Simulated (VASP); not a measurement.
# Cu (I4/mmm) in VASP: settings compared

The runs below take Cu through single point, with PBE, HSE06.

All numbers are computed with VASP 6.6.1; they aren't measurements. Logs are shortened: lines on timing, memory, paths and dates and some standing lists are left out, and cuts for length are marked.

### Step 1. The cell of the first run

It takes space group I4/mmm (No. 139, tetragonal). Conventional cell: a = 2.886 Å, b = 2.886 Å, c = 2.752 Å, α = 90.00°, β = 90.00°, γ = 90.00°. Cu (site symmetry 4/mmm) has 14 Cu at 2.46 to 2.89 Å within 3.2 Å.

### Step 2. Single point, PBE

File INCAR:

```
SYSTEM = Cu
ALGO = Normal
EDIFF = 1E-6
ENCUT = 820
GGA = PE
GGA_COMPAT = .False.
ISIF = 2
ISMEAR = 0
LASPH = .True.
LCHARG = .False.
LREAL = .False.
LWAVE = .False.
NBANDS = 16
NELM = 120
PREC = Accurate
SIGMA = 0.018000000000000002
```

File KPOINTS:

```
k-points
0
Gamma
  13 13 13
  0 0 0
```

File POSCAR:

```
Cu
1.0
   -1.4427933200      1.4427933200      1.3760814500
    1.4427933200     -1.4427933200      1.3760814500
    1.4427933200      1.4427933200     -1.3760814500
Cu
1
Direct
    0.0000000000      0.0000000000      0.0000000000
```

Potentials or basis: VASP PAW PBE potentials, release 64 (Cu_sv_GW).

Started as:

```sh
$ cat potpaw_PBE.64/Cu_sv_GW/POTCAR > POTCAR
$ mpirun -np 1 vasp_std > vasp.out
```

OUTCAR:

```text
SYSTEM = Cu
   EDIFF = 1E-6
   ENCUT = 820
   GGA = PE
   ISIF = 2
   ISMEAR = 0
   LASPH = .True.
   LREAL = .False.
   NELM = 120
   PREC = Accurate

 ion  position               nearest neighbor table
   1  0.000  0.000  0.000-

  LATTYP: Found a body centered tetragonal cell.
 ALAT       =     2.8855866400
 C/A-ratio  =     0.9537620052

  Lattice vectors:

 A1 = (  -1.4427933200,   1.4427933200,   1.3760814500)
 A2 = (   1.4427933200,  -1.4427933200,   1.3760814500)
 A3 = (   1.4427933200,   1.4427933200,  -1.3760814500)

Analysis of symmetry for initial positions (statically):
=====================================================================
 Subroutine PRICEL returns:
 Original cell was already a primitive cell.

 Routine SETGRP: Setting up the symmetry group for a
 body centered tetragonal supercell.

 Subroutine GETGRP returns: Found 16 space group operations
 (whereof 16 operations were pure point group operations)
 out of a pool of 16 trial point group operations.

The static configuration has the point symmetry D_4h.

Analysis of symmetry for dynamics (positions and initial velocities):
=====================================================================
 Subroutine PRICEL returns:
 Original cell was already a primitive cell.

 Routine SETGRP: Setting up the symmetry group for a
 body centered tetragonal supercell.

 Subroutine GETGRP returns: Found 16 space group operations
 (whereof 16 operations were pure point group operations)
 out of a pool of 16 trial point group operations.

The dynamic configuration has the point symmetry D_4h.

 Subroutine INISYM returns: Found 16 space group operations
 (whereof 16 operations are pure point group operations),
 and found     1 'primitive' translations

----------------------------------------------------------------------------------------

                                     Primitive cell

  volume of cell :      11.4581

  direct lattice vectors                    reciprocal lattice vectors
    -1.442793320  1.442793320  1.376081450     0.000000000  0.346549983  0.363350585
     1.442793320 -1.442793320  1.376081450     0.346549983  0.000000000  0.363350585
     1.442793320  1.442793320 -1.376081450     0.346549983  0.346549983  0.000000000

  length of vectors
     2.461078074  2.461078074  2.461078074     0.502116060  0.502116060  0.490095685

  position of ions in fractional coordinates (direct lattice)
     0.000000000  0.000000000  0.000000000

  ion indices of the primitive-cell ions
   primitive index   ion index
                 1           1

----------------------------------------------------------------------------------------

 KPOINTS: k-points

Automatic generation of k-mesh.
 Grid dimensions read from file:
 generate k-points for:   13   13   13

 Generating k-lattice:

  Cartesian coordinates                     Fractional coordinates (reciprocal lattice)
     0.000000000  0.026657691  0.027950045     0.076923077 -0.000000000  0.000000000
     0.026657691  0.000000000  0.027950045    -0.000000000  0.076923077  0.000000000
     0.026657691  0.026657691  0.000000000     0.000000000  0.000000000  0.076923077

  Length of vectors
     0.038624312  0.038624312  0.037699668

  Shift w.r.t. Gamma in fractional coordinates (k-lattice)
     0.000000000  0.000000000  0.000000000

 Subroutine IBZKPT returns following result:
 ===========================================

 Found    196 irreducible k-points:

 Following reciprocal coordinates:
            Coordinates               Weight
  0.000000  0.000000  0.000000      1.000000
  0.076923  0.000000  0.000000      8.000000
  0.153846  0.000000  0.000000      8.000000
  0.230769 -0.000000  0.000000      8.000000
  0.307692  0.000000  0.000000      8.000000
  0.384615 -0.000000  0.000000      8.000000
[... 16 lines left out ...]
  0.384615  0.153846  0.000000     16.000000
  0.461538  0.153846  0.000000     16.000000
 [... further k-points ...]
   k-points           NKPTS =    196   k-points in BZ     NKDIM =    196   number of bands    NBANDS=     16
   number of dos      NEDOS =    301   number of ions     NIONS =      1
   total plane-waves  NPLWV =  13824
   dimension x,y,z NGX =    24 NGY =   24 NGZ =   24
   dimension x,y,z NGXF=    48 NGYF=   48 NGZF=   48
   ions per type =               1
   NGX,Y,Z   is equivalent  to a cutoff of  16.21, 16.21, 16.21 a.u.
   NGXF,Y,Z  is equivalent  to a cutoff of  32.42, 32.42, 32.42 a.u.
 SYSTEM =  Cu
   PREC   = accura    normal or accurate (medium, high low for compatibility)
   ISTART =      0    job   : 0-new  1-cont  2-samecut
   ICHARG =      2    charge: 1-file 2-atom 10-const
   ISPIN  =      1    spin polarized calculation?
   LNONCOLLINEAR =      F non collinear calculations
   LSORBIT =      F    spin-orbit coupling
   LASPH  =      T    aspherical Exc in radial PAW
   ENCUT  =  820.0 eV  60.27 Ry    7.76 a.u.   5.75  5.75  5.75*2*pi/ulx,y,z
   NELM   =    120;   NELMIN=  2; NELMDL= -5     # of ELM steps
   EDIFF  = 0.1E-05   stopping-criterion for ELM
   LREAL  =      F    real-space projection
   EDIFFG = 0.1E-04   stopping-criterion for IOM
   NSW    =      0    number of steps for IOM
   IBRION =     -1    ionic relax: 0-MD 1-quasi-New 2-CG
   NFREE  =      0    steps in history (QN), initial steepest desc. (CG)
   ISIF   =      2    stress and relaxation
   ISYM   =      2    0-nonsym 1-usesym 2-fastsym
   POTIM  = 0.5000    time-step for ionic-motion
   TEBEG  =    0.0;   TEEND  =   0.0 temperature during run
   PSTRESS=    0.0 pullay stress
   NELECT =      19.0000    total number of electrons
   NUPDOWN=      -1.0000    fix difference up-down
   EMIN   =  10.00;   EMAX   =-10.00  energy-range for DOS
   EFERMI =   0.00;   METHOD = LEGACY
   ISMEAR =     0;   SIGMA  =   0.02  broadening in eV -4-tet -1-fermi 0-gaus
   EFERMI_NEDOS =   21; number of points for ismear=-14 and -15
   IALGO  =     38    algorithm
   IMIX   =      4    mixing-type and parameters
     AMIX     =   0.40;   BMIX     =  1.00
     AMIX_MAG =   1.60;   BMIX_MAG =  1.00
  volume/ion in A,a.u.               =      11.46        77.32
  Fermi-wavevector in a.u.,A,eV,Ry     =   1.937709  3.661739 51.086019  3.754716
  Thomas-Fermi vector in A             =   2.968234
   LORBIT       =      0    0 simple, 1 ext, 2 COOP (PROOUT), +10 PAW based schemes
   GGA     = PE    functional components
   LHFCALC =     F    Hartree Fock is set to
   AEXX    =    0.0000 exact exchange contribution
   IVDW    =     0    specifies the selected vdW correction
   LEPSILON=     F    determine dielectric tensor
   LRPA    =     F    only Hartree local field effects (RPA)
 non-spin polarized calculation
 Gauss-broadening in eV      SIGMA  =   0.02
  energy-cutoff  :      820.00
  volume of cell :       11.46
 maximum number of plane-waves:       625
   NGX = 11   NGY = 11   NGZ = 11

 number of electron      19.0000004 magnetization

 Free energy of the ion-electron system (eV)
  ---------------------------------------------------
  ext. energy  EPLUGINS =         0.00000000
  ---------------------------------------------------
  free energy    TOTEN  =        -3.75259769 eV

  energy without entropy =       -3.75252934  energy(sigma->0) =       -3.75256351

 E-fermi :   7.9070     XC(G=0): -13.5548

 val. band max:        7.8997908497   @ k =  -0.3077   0.4615   0.0769
 cond. band min:       7.9380488099   @ k =  -0.2308   0.4615   0.0769
 fundamental gap:      0.0382579602
 Fermi energy:         7.9069971577

 k-point     1 :       0.0000    0.0000    0.0000
  band No.  band energies     occupation
      1    -104.6938      2.00000
      2     -61.9990      2.00000
      3     -61.9973      2.00000
      4     -61.9973      2.00000
      5      -1.6733      2.00000
      6       4.6700      2.00000
[... 8 lines left out ...]
     15      36.8543      0.00000
     16      36.8547      0.00000

 k-point     2 :       0.0769    0.0000    0.0000
  band No.  band energies     occupation
      1    -104.6927      2.00000
      2     -62.0053      2.00000
      3     -61.9999      2.00000
      4     -61.9981      2.00000
      5      -1.4364      2.00000
      6       4.6753      2.00000
[... 8 lines left out ...]
     15      35.2525      0.00000
     16      36.0088      0.00000

 k-point     3 :       0.1538    0.0000    0.0000
  band No.  band energies     occupation
      1    -104.6897      2.00000
      2     -62.0250      2.00000
      3     -62.0072      2.00000
      4     -61.9982      2.00000
      5      -0.7428      2.00000
      6       4.5793      2.00000
[... 8 lines left out ...]
     15      34.0003      0.00000
     16      36.4750      0.00000

 k-point     4 :       0.2308   -0.0000    0.0000
  band No.  band energies     occupation
      1    -104.6857      2.00000
      2     -62.0529      2.00000
      3     -62.0177      2.00000
      4     -61.9984      2.00000
      5       0.3382      2.00000
      6       4.4045      2.00000
[... 8 lines left out ...]
     15      33.1630      0.00000
     16      37.7562      0.00000

 k-point     5 :       0.3077    0.0000    0.0000
  band No.  band energies     occupation
      1    -104.6812      2.00000
      2     -62.0822      2.00000
      3     -62.0285      2.00000
      4     -61.9986      2.00000
      5       1.5918      2.00000
      6       4.2165      2.00000
[... 8 lines left out ...]
     15      32.6766      0.00000
     16      39.4825      0.00000

 k-point     6 :       0.3846   -0.0000    0.0000
  band No.  band energies     occupation
      1    -104.6777      2.00000
      2     -62.1065      2.00000
      3     -62.0376      2.00000
      4     -61.9988      2.00000
      5       2.4761      2.00000
      6       4.0624      2.00000
[... 8 lines left out ...]
     15      32.4405      0.00000
     16      41.2297      0.00000

 k-point     7 :       0.4615    0.0000    0.0000
  band No.  band energies     occupation
      1    -104.6758      2.00000
      2     -62.1203      2.00000
      3     -62.0430      2.00000
      4     -61.9990      2.00000
      5       2.7455      2.00000
      6       3.9763      2.00000
[... 8 lines left out ...]
     15      32.3546      0.00000
     16      42.1805      0.00000

 k-point     8 :       0.0769    0.0769    0.0000
  band No.  band energies     occupation
      1    -104.6906      2.00000
      2     -62.0193      2.00000
      3     -62.0023      2.00000
      4     -62.0004      2.00000
      5      -0.9597      2.00000
      6       4.6415      2.00000
[... 8 lines left out ...]
     15      35.2675      0.00000
     16      35.3296      0.00000

 k-point     9 :       0.1538    0.0769    0.0000
  band No.  band energies     occupation
      1    -104.6871      2.00000
      2     -62.0429      2.00000
      3     -62.0110      2.00000
      4     -62.0013      2.00000
      5      -0.0575      2.00000
      6       4.5035      2.00000
[... 8 lines left out ...]
     15      34.8416      0.00000
     16      35.8515      0.00000
[... 172 lines left out ...]
 k-point    19 :      -0.0769    0.0769    0.0000
  band No.  band energies     occupation
      1    -104.6928      2.00000
      2     -62.0045      2.00000
      3     -62.0014      2.00000
      4     -61.9970      2.00000
      5      -1.4478      2.00000
      6       4.6732      2.00000
[... 8 lines left out ...]
     15      35.3295      0.00000
     16      35.5441      0.00000

 k-point    20 :       0.1538    0.1538    0.0000
  band No.  band energies     occupation
      1    -104.6834      2.00000
      2     -62.0654      2.00000
      3     -62.0179      2.00000
      4     -62.0062      2.00000
      5       0.9860      2.00000
      6       4.4160      2.00000
[... 8 lines left out ...]
     15      35.0944      0.00000
     16      37.3429      0.00000

 k-point    21 :       0.2308    0.1538    0.0000
  band No.  band energies     occupation
      1    -104.6796      2.00000
      2     -62.0872      2.00000
      3     -62.0301      2.00000
      4     -62.0080      2.00000
      5       2.1592      2.00000
      6       4.2604      2.00000
[... 8 lines left out ...]
     15      35.6367      0.00000
     16      38.0051      0.00000

 k-point    22 :       0.3077    0.1538   -0.0000
  band No.  band energies     occupation
      1    -104.6764      2.00000
      2     -62.1038      2.00000
      3     -62.0422      2.00000
      4     -62.0084      2.00000
      5       2.9268      2.00000
      6       4.1049      2.00000
[... 8 lines left out ...]
     15      36.5616      0.00000
     16      38.1484      0.00000

 k-point    23 :       0.3846    0.1538    0.0000
  band No.  band energies     occupation
      1    -104.6747      2.00000
      2     -62.1122      2.00000
      3     -62.0499      2.00000
      4     -62.0082      2.00000
      5       3.1193      2.00000
      6       4.0339      2.00000
[... 8 lines left out ...]
     15      37.1553      0.00000
     16      38.9293      0.00000

 k-point    24 :       0.4615    0.1538    0.0000
  band No.  band energies     occupation
      1    -104.6748      2.00000
      2     -62.1116      2.00000
      3     -62.0502      2.00000
      4     -62.0077      2.00000
      5       3.1151      2.00000
      6       4.0399      2.00000
[... 8 lines left out ...]
     15      37.4241      0.00000
     16      39.8468      0.00000

 [... further k-points ...]
[... 5 lines left out ...]
  --------------------------------------------------------------------------------------
  -------------------------------------------------------------------------------------
  Total        0.4262967      0.4262967      0.4479690      0.0000000      0.0000000      0.0000000
  in kB       59.6087788     59.6087788     62.6391997      0.0000000      0.0000000      0.0000000
  external PRESSURE =      60.6189191 kB  Pullay stress =       0.0000000 kB

 VOLUME and BASIS-vectors are now :
 -----------------------------------------------------------------------------
  energy-cutoff  :      820.00
  volume of cell :       11.46
      direct lattice vectors                 reciprocal lattice vectors
    -1.442793320  1.442793320  1.376081450     0.000000000  0.346549983  0.363350585
     1.442793320 -1.442793320  1.376081450     0.346549983  0.000000000  0.363350585
     1.442793320  1.442793320 -1.376081450     0.346549983  0.346549983  0.000000000

 POSITION                                       TOTAL-FORCE (eV/Angst)
 -----------------------------------------------------------------------------------
      0.00000      0.00000      0.00000         0.000000      0.000000     -0.000000
 -----------------------------------------------------------------------------------
    total drift:                               -0.000000      0.000000      0.000000

  FREE ENERGIE OF THE ION-ELECTRON SYSTEM (eV)
  ---------------------------------------------------
  free  energy   TOTEN  =        -3.7525976880 eV

  energy  without entropy=       -3.7525293390  energy(sigma->0) =       -3.75256351
```

It took 39 s on 1 thread of AMD EPYC 9R45 (Zen 5), shared host; peak memory 0.18 GiB.

Results:

| Item | Value |
| --- | --- |
| Free energy | -3.7526 eV |
| Pressure | 6.1 GPa |
| Band gap on the k mesh | zero (an odd number of electrons rules out a gap without spin polarisation) |

Caveat: the cell stands under pressure.

(Part 1 of 2 ends here.)

The gap in the log of VASP goes by the Fermi energy; the results here count the filled bands.